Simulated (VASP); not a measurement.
Wanted: the native input for a VASP 6.6.1 run.

| Quantity | Value |
| --- | --- |
| Task | relaxation of cell and atoms |
| Functional | PBE |
| Potentials or basis | VASP PAW PBE potentials, release 64 (Zn, S) |
| Cutoff | 600 eV |
| k mesh | 6 × 6 × 6 |
| Occupations | gaussian, width 0.01 eV |
| Spin | no spin polarisation |
| Dipole correction | no |
| Further INCAR settings | ALGO = Normal; EDIFF = 1e-07; IBRION = 2; EDIFFG = -0.03; NSW = 80; ISIF = 3 |

The structure of ZnS lies in POSCAR:

```
ZnS
1.0
    0.0000000000      2.7020000000      2.7020000000
    2.7020000000      0.0000000000      2.7020000000
    2.7020000000      2.7020000000      0.0000000000
Zn S
1 1
Direct
    0.2500000000      0.2500000000      0.2500000000
    0.0000000000      0.0000000000      0.0000000000
```

The input as run:

INCAR

```
PREC     = Accurate       # precision mode
ENCUT    = 600            # plane-wave cutoff, eV
EDIFF    = 1E-7           # SCF threshold, eV
ISMEAR   = 0              # smearing method
SIGMA    = 0.01           # smearing width, eV
LREAL    = F              # projectors in reciprocal space
LASPH    = T              # aspherical terms in the spheres
NELM     = 60             # most SCF steps
ALGO     = Normal         # electronic algorithm
ISIF     = 3              # what is computed and relaxed
LWAVE    = F              # write WAVECAR
LCHARG   = F              # write CHGCAR
GGA      = PE             # functional
IBRION   = 2              # ionic algorithm
NSW      = 80             # ionic steps
EDIFFG   = -0.03          # ionic threshold
```

KPOINTS

```
regular mesh
0
Gamma
  6 6 6
```

Potentials or basis: VASP PAW PBE potentials, release 64 (Zn, S).

Run with:

```bash
$ cat potpaw_PBE.64/Zn/POTCAR potpaw_PBE.64/S/POTCAR > POTCAR
$ mpirun -np 1 vasp_std > vasp.out
```

Results of the run:

The relaxed volume is 20.21 Å³/atom and the relaxed cell is a = 3.852 Å, b = 3.852 Å, c = 3.852 Å, α = 60.00°, β = 60.00°, γ = 60.00°. The space group after relaxing (to 0.05 Å) is F-43m (No. 216). The energy gained by relaxing is 2.6 meV/atom, the ionic steps are 3 and the pressure after relaxing is 0.0 GPa. The band gap on the k mesh is 2.01 eV, direct.

Run time: 19 s on 1 thread of AMD EPYC 9R45 96-Core Processor (Zen 5), with other jobs on the host, peak memory 0.15 GiB.
